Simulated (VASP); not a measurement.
A run of VASP 6.6.1 is set up as follows.

Contents of INCAR:

```
ALGO = Normal
EDIFF = 1E-6
ENCUT = 520
ISIF = 2
ISMEAR = 0
LASPH = T
LCHARG = F
LREAL = F
LWAVE = F
NBANDS = 19
NELM = 100
PREC = Accurate
SIGMA = 0.01
```

The input KPOINTS:

```
k-points
0
Gamma
  11 11 9
```

Contents of POSCAR:

```
TiHg
1.0
    2.9688800000      0.0000000000      0.0000000000
    0.0000000000      2.9688800000      0.0000000000
    0.0000000000      0.0000000000      4.1509541636
Ti Hg
1 1
Direct
    0.5000000000      0.5000000000      0.5000000000
    0.0000000000      0.0000000000      0.0000000000
```

Potentials or basis: VASP PAW LDA potentials, release 64 (Ti_sv, Hg).

Command:

```bash
$ cat potpaw_LDA.64/Ti_sv/POTCAR potpaw_LDA.64/Hg/POTCAR > POTCAR
$ mpirun -np 1 vasp_std > vasp.out
```

**Question.** Estimate the pressure.

**Answer.** -6.1 GPa.

**Question.** Predict the band gap on the k mesh.

**Answer.** Zero (bands 12 and 13 overlap by 1.11 eV).

Stress tensor (GPa, compression positive):
```
-5.73  0.00  0.00
 0.00 -5.73  0.00
 0.00  0.00 -6.93
```

Caveat: the cell stands under tension; spin-orbit coupling is left out, which moves the levels of the heavy elements.
